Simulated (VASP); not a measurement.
# Si4O in VASP: further runs

The runs below take Si4O through single point, with PBE+D3(BJ).

All numbers are computed with VASP 6.6.1; they aren't measurements. Logs are shortened: lines on timing, memory, paths and dates and some standing lists are left out, and cuts for length are marked.

**1. The cell of the first run**

The cell holds a slab with vacuum, 5 atoms: a = 3.833 Å, b = 3.833 Å, c = 21.103 Å, α = 90.00°, β = 90.00°, γ = 90.00°.

**2. Single point, PBE+D3(BJ), collinear spin, ferromagnetic start**

Input file INCAR:

```
ALGO = Normal ; DIPOL = 0.5 0.5 0.327
EDIFF = 1E-6 ; ENCUT = 520
GGA = PE ; IDIPOL = 3
ISIF = 2 ; ISMEAR = 0
ISPIN = 2 ; IVDW = 12
LASPH = True ; LCHARG = False
LDIPOL = True ; LORBIT = 11
LREAL = False ; LWAVE = False
MAGMOM = 0 0 0 0 2 ; NBANDS = 23
NELM = 150 ; PREC = Accurate
SIGMA = 0.05
```

Input file KPOINTS:

```
k-points
0
Gamma
  7 7 1
```

Input file POSCAR:

```
Si4O
1.0
    3.8333442603      0.0000000000      0.0000000000
    0.0000000000      3.8333442603      0.0000000000
    0.0000000000      0.0000000000     21.1034818054
Si O
4 1
Direct
    0.0000000000      0.5000000000      0.1895421825
    0.0000000000      0.0000000000      0.2537634268
    0.5000000000      0.0000000000      0.3207061911
    0.5000000000      0.5000000000      0.3839879068
    0.7500000000      0.8750000000      0.4882361072
```

Potentials or basis: VASP PAW PBE potentials, release 64 (Si, O).

Command:

```sh
cat potpaw_PBE.64/Si/POTCAR potpaw_PBE.64/O/POTCAR > POTCAR
mpirun -np 1 vasp_std > vasp.out
```

OUTCAR:

```text
EDIFF = 1E-6
   ENCUT = 520
   GGA = PE
   ISIF = 2
   ISMEAR = 0
   ISPIN = 2
   IVDW = 12
   LASPH = True
   LORBIT = 11
   LREAL = False
   NELM = 150
   PREC = Accurate
 IVDW          = 12

 ion  position               nearest neighbor table
   1  0.000  0.500  0.190-   2 2.35   2 2.35
   2  0.000  0.000  0.254-   1 2.35   1 2.35   3 2.38   3 2.38
   3  0.500  0.000  0.321-   4 2.34   4 2.34   2 2.38   2 2.38
   4  0.500  0.500  0.384-   3 2.34   3 2.34
   5  0.750  0.875  0.488-

  LATTYP: Found a simple tetragonal cell.
 ALAT       =     3.8333442603
 C/A-ratio  =     5.5052404304

  Lattice vectors:

 A1 = (   3.8333442603,   0.0000000000,   0.0000000000)
 A2 = (   0.0000000000,   3.8333442603,   0.0000000000)
 A3 = (   0.0000000000,   0.0000000000,  21.1034818054)

Analysis of symmetry for initial positions (statically):
=====================================================================
 Subroutine PRICEL returns:
 Original cell was already a primitive cell.

 Routine SETGRP: Setting up the symmetry group for a
 simple tetragonal supercell.

 Subroutine GETGRP returns: Found  1 space group operations
 (whereof  1 operations were pure point group operations)
 out of a pool of 16 trial point group operations.

The static configuration has the point symmetry C_1 .

Analysis of symmetry for dynamics (positions and initial velocities):
=====================================================================
 Subroutine PRICEL returns:
 Original cell was already a primitive cell.

 Routine SETGRP: Setting up the symmetry group for a
 simple tetragonal supercell.

 Subroutine GETGRP returns: Found  1 space group operations
 (whereof  1 operations were pure point group operations)
 out of a pool of 16 trial point group operations.

The dynamic configuration has the point symmetry C_1 .

Analysis of structural, dynamic, and magnetic symmetry:
=====================================================================
 Subroutine PRICEL returns:
 Original cell was already a primitive cell.

 Routine SETGRP: Setting up the symmetry group for a
 simple tetragonal supercell.

 Subroutine GETGRP returns: Found  1 space group operations
 (whereof  1 operations were pure point group operations)
 out of a pool of 16 trial point group operations.

The overall configuration has the point symmetry C_1 .

 Subroutine INISYM returns: Found  1 space group operations
 (whereof  1 operations are pure point group operations),
 and found     1 'primitive' translations

----------------------------------------------------------------------------------------

                                     Primitive cell

  volume of cell :     310.1057

  direct lattice vectors                    reciprocal lattice vectors
     3.833344260  0.000000000  0.000000000     0.260868822  0.000000000  0.000000000
     0.000000000  3.833344260  0.000000000     0.000000000  0.260868822  0.000000000
     0.000000000  0.000000000 21.103481805     0.000000000  0.000000000  0.047385546

  length of vectors
     3.833344260  3.833344260 21.103481805     0.260868822  0.260868822  0.047385546

  position of ions in fractional coordinates (direct lattice)
     0.000000000  0.500000000  0.189542182
     0.000000000  0.000000000  0.253763427
     0.500000000  0.000000000  0.320706191
     0.500000000  0.500000000  0.383987907
     0.750000000  0.875000000  0.488236107

  ion indices of the primitive-cell ions
   primitive index   ion index
                 1           1
                 2           2
                 3           3
                 4           4
                 5           5

----------------------------------------------------------------------------------------

 KPOINTS: k-points
[... 27 lines left out ...]
  0.000000  0.142857  0.000000      2.000000
  0.285714  0.000000  0.000000      2.000000
  0.000000  0.285714  0.000000      2.000000
  0.428571  0.000000  0.000000      2.000000
[... 16 lines left out ...]
  0.285714  0.428571  0.000000      2.000000
  0.428571  0.428571  0.000000      2.000000
   k-points           NKPTS =     25   k-points in BZ     NKDIM =     25   number of bands    NBANDS=     23
   number of dos      NEDOS =    301   number of ions     NIONS =      5
   total plane-waves  NPLWV = 144000
   dimension x,y,z NGX =    30 NGY =   30 NGZ =  160
   dimension x,y,z NGXF=    60 NGYF=   60 NGZF=  320
   ions per type =               4   1
   NGX,Y,Z   is equivalent  to a cutoff of  13.01, 13.01, 12.60 a.u.
   NGXF,Y,Z  is equivalent  to a cutoff of  26.02, 26.02, 25.21 a.u.
 SYSTEM =  unknown system
   PREC   = accura    normal or accurate (medium, high low for compatibility)
   ISTART =      0    job   : 0-new  1-cont  2-samecut
   ICHARG =      2    charge: 1-file 2-atom 10-const
   ISPIN  =      2    spin polarized calculation?
   LNONCOLLINEAR =      F non collinear calculations
   LSORBIT =      F    spin-orbit coupling
   LASPH  =      T    aspherical Exc in radial PAW
   ENCUT  =  520.0 eV  38.22 Ry    6.18 a.u.   7.13  7.13 39.24*2*pi/ulx,y,z
   NELM   =    150;   NELMIN=  2; NELMDL= -5     # of ELM steps
   EDIFF  = 0.1E-05   stopping-criterion for ELM
   LREAL  =      F    real-space projection
   EDIFFG = 0.1E-04   stopping-criterion for IOM
   NSW    =      0    number of steps for IOM
   IBRION =     -1    ionic relax: 0-MD 1-quasi-New 2-CG
   NFREE  =      0    steps in history (QN), initial steepest desc. (CG)
   ISIF   =      2    stress and relaxation
   ISYM   =      2    0-nonsym 1-usesym 2-fastsym
   POTIM  = 0.5000    time-step for ionic-motion
   TEBEG  =    0.0;   TEEND  =   0.0 temperature during run
   PSTRESS=    0.0 pullay stress
   NELECT =      22.0000    total number of electrons
   NUPDOWN=      -1.0000    fix difference up-down
   EMIN   =  10.00;   EMAX   =-10.00  energy-range for DOS
   EFERMI =   0.00;   METHOD = LEGACY
   ISMEAR =     0;   SIGMA  =   0.05  broadening in eV -4-tet -1-fermi 0-gaus
   EFERMI_NEDOS =   21; number of points for ismear=-14 and -15
   IALGO  =     38    algorithm
   IMIX   =      4    mixing-type and parameters
     AMIX     =   0.40;   BMIX     =  1.00
     AMIX_MAG =   1.60;   BMIX_MAG =  1.00
  volume/ion in A,a.u.               =      62.02       418.54
  Fermi-wavevector in a.u.,A,eV,Ry     =   0.677713  1.280692  6.249086  0.459295
  Thomas-Fermi vector in A             =   1.755403
   LORBIT       =     11    0 simple, 1 ext, 2 COOP (PROOUT), +10 PAW based schemes
   GGA     = PE    functional components
   LHFCALC =     F    Hartree Fock is set to
   AEXX    =    0.0000 exact exchange contribution
   IVDW    =    12    specifies the selected vdW correction
   LEPSILON=     F    determine dielectric tensor
   LRPA    =     F    only Hartree local field effects (RPA)
 spin polarized calculation
 Gauss-broadening in eV      SIGMA  =   0.05
  energy-cutoff  :      520.00
  volume of cell :      310.11
 maximum number of plane-waves:      8388
 NGX is ok and might be reduce to    30
   NGX = 15   NGY = 15   NGZ = 79

 dipolmoment           0.000000      0.000000     -0.013401 electrons x Angstroem

 number of electron      22.0000001 magnetization       1.5088460

 dipolmoment           0.000000      0.000000      0.182347 electrons x Angstroem

 Free energy of the ion-electron system (eV)
  ---------------------------------------------------
  ext. energy  EPLUGINS =         0.00000000
  ---------------------------------------------------
  free energy    TOTEN  =       -20.70519102 eV

  energy without entropy =      -20.69760853  energy(sigma->0) =      -20.70139978

 E-fermi :  -3.0376     XC(G=0):  -3.7800

 val. band max:       -3.0479052036   @ k =   0.1429   0.4286   0.0000
 cond. band min:      -3.0371035244   @ k =   0.4286   0.4286   0.0000
 fundamental gap:      0.0108016792
 Fermi energy:        -3.0375839200

 spin component 1

 k-point     1 :       0.0000    0.0000    0.0000
  band No.  band energies     occupation
      1     -20.4215      1.00000
      2     -14.0239      1.00000
      3     -11.8640      1.00000
      4      -8.5250      1.00000
      5      -5.9056      1.00000
      6      -5.5386      1.00000
[... 613 lines left out ...]
     22       5.7197      0.00000
     23       6.1351      0.00000

 [... further k-points ...]

 spin component 2

 k-point     1 :       0.0000    0.0000    0.0000
  band No.  band energies     occupation
      1     -17.8374      1.00000
      2     -14.0257      1.00000
      3     -11.8646      1.00000
      4      -8.5265      1.00000
      5      -5.1200      1.00000
      6      -4.8921      1.00000
[... 613 lines left out ...]
     22       5.7279      0.00000
     23       6.1618      0.00000

 [... further k-points ...]

------------------------ aborting loop because EDIFF is reached ----------------------------------------

 vacuum level on the upper side and lower side of the slab       (xc-potential included)         1.033        -1.095

 Edisp (eV)   -1.00213

 E8    (eV) :    -0.4267

  FORCE on cell =-STRESS in cart. coord.  units (eV):
  Direction    XX          YY          ZZ          XY          YZ          ZX
  --------------------------------------------------------------------------------------
  -------------------------------------------------------------------------------------
  Total      -4.64423    -1.95940    -3.41381    -0.55030    -1.51642    -1.01923
  in kB     -23.99466   -10.12334   -17.63762    -2.84315    -7.83464    -5.26588
  external pressure =      -17.25 kB  Pullay stress =        0.00 kB

 VOLUME and BASIS-vectors are now :
 -----------------------------------------------------------------------------
  energy-cutoff  :      520.00
  volume of cell :      310.11
      direct lattice vectors                 reciprocal lattice vectors
     3.833344260  0.000000000  0.000000000     0.260868822  0.000000000  0.000000000
     0.000000000  3.833344260  0.000000000     0.000000000  0.260868822  0.000000000
     0.000000000  0.000000000 21.103481805     0.000000000  0.000000000  0.047385546

 POSITION                                       TOTAL-FORCE (eV/Angst)
 -----------------------------------------------------------------------------------
      0.00000      1.91667      4.00000         0.004727      0.078163     -0.042859
      0.00000      0.00000      5.35529         0.034536      0.057898      0.219994
      1.91667      0.00000      6.76802         0.069533     -0.233426      0.030590
      1.91667      1.91667      8.10348         0.260311      0.710269      1.117361
      2.87501      3.35418     10.30348        -0.369107     -0.612903     -1.325086
 -----------------------------------------------------------------------------------
    total drift:                               -0.000015      0.000083      0.000478

  FREE ENERGIE OF THE ION-ELECTRON SYSTEM (eV)
  ---------------------------------------------------
  free  energy   TOTEN  =       -21.7073170629 eV

  energy  without entropy=      -21.6997345679  energy(sigma->0) =      -21.70352582

 vacuum level on the upper side and lower side of the slab         4.446         2.248

 total charge

# of ion       s       p       d       tot
------------------------------------------
    1        0.865   0.720   0.000   1.585
    2        0.776   0.892   0.000   1.668
    3        0.779   0.891   0.000   1.670
    4        0.855   0.681   0.000   1.537
    5        1.619   2.976   0.000   4.595
--------------------------------------------------
tot          4.894   6.161   0.000  11.055

 magnetization (x)

# of ion       s       p       d       tot
------------------------------------------
    1        0.001  -0.007   0.000  -0.006
    2        0.001  -0.007   0.000  -0.006
    3        0.004  -0.001   0.000   0.003
    4        0.010  -0.014   0.000  -0.004
    5        0.012   1.238   0.000   1.251
--------------------------------------------------
tot          0.028   1.209   0.000   1.237
```

Wall time 15 min (1 thread of AMD EPYC 9R45 (Zen 5), shared host); peak memory 0.62 GiB.

Results:

| Item | Value |
| --- | --- |
| Free energy | -21.7073 eV |
| Largest force | 1.506 eV/Å |
| Net moment | 1.51 μB per cell |
| Site moments | Si -0.01, +0.00, -0.00 (each value once); O +1.25 μB |
| Valence electrons inside the program's atomic spheres | Si 1.58, 1.67, 1.54 (each value once); O 4.59 |
| Dispersion energy per atom | -0.200 eV |

Forces on the atoms (eV/Å):
```
Si   0.005  0.078 -0.043
Si   0.035  0.058  0.220
Si   0.070 -0.233  0.031
Si   0.260  0.710  1.117
O   -0.369 -0.613 -1.325
```

**3. Single point, PBE+D3(BJ), collinear spin, ferromagnetic start**

Input file INCAR:

```
ALGO = Normal ; DIPOL = 0.5 0.5 0.327
EDIFF = 1E-6 ; ENCUT = 520
GGA = PE ; IDIPOL = 3
ISIF = 2 ; ISMEAR = 0
ISPIN = 2 ; IVDW = 12
LASPH = True ; LCHARG = True
LDIPOL = True ; LELF = True
LORBIT = 11 ; LREAL = False
LVACPOTAV = True ; LVHAR = True
LWAVE = False ; MAGMOM = 0 0 0 0 2
NBANDS = 23 ; NELM = 150
PREC = Accurate ; SIGMA = 0.05
```

KPOINTS is that of step 2.

POSCAR: that of step 2 with these lines changed.

```diff
@@ -12,2 +12,2 @@
     0.5000000000      0.5000000000      0.3839879068
-    0.7500000000      0.8750000000      0.4882361072
+    0.8750000000      0.7500000000      0.4882361072
```

Potentials or basis: VASP PAW PBE potentials, release 64 (Si, O).

Command:

```sh
cat potpaw_PBE.64/Si/POTCAR potpaw_PBE.64/O/POTCAR > POTCAR
mpirun -np 1 vasp_std > vasp.out
```

It took 7.9 min on 1 thread of AMD EPYC 9R45 (Zen 5), shared host; peak memory 0.61 GiB.

It converged, with:

| Quantity | Value |
| --- | --- |
| Free energy | -21.8740 eV |
| Largest force | 1.739 eV/Å |
| Net moment | 1.40 μB per cell |
| Site moments | Si -0.02, -0.01, -0.00 (each value once); O +1.21 μB |
| Valence electrons inside the program's atomic spheres | Si 1.59, 1.67, 1.53 (each value once); O 4.59 |
| Dispersion energy per atom | -0.200 eV |

Forces in eV/Å, atoms in the order of the input:
```
Si  -0.012  0.051 -0.125
Si   0.052  0.070  0.297
Si   0.045 -0.198  0.089
Si   0.303  0.737  1.300
O   -0.388 -0.660 -1.562
```

Levels at points of the mesh, in eV from the Fermi level:
Spin up:
```csv
k point,band 9,band 10,band 11,band 12,band 13,band 14,band 15,band 16
"(0.00, 0.00, 0.00)",-1.52,-1.21,-0.69,0.63,1.26,1.71,1.89,2.99
```
Spin down:
| k point | band 8 | band 9 | band 10 | band 11 | band 12 | band 13 |
| --- | --- | --- | --- | --- | --- | --- |
| (0.00, 0.00, 0.00) | -0.76 | -0.34 | -0.15 | 0.76 | 0.86 | 1.31 |
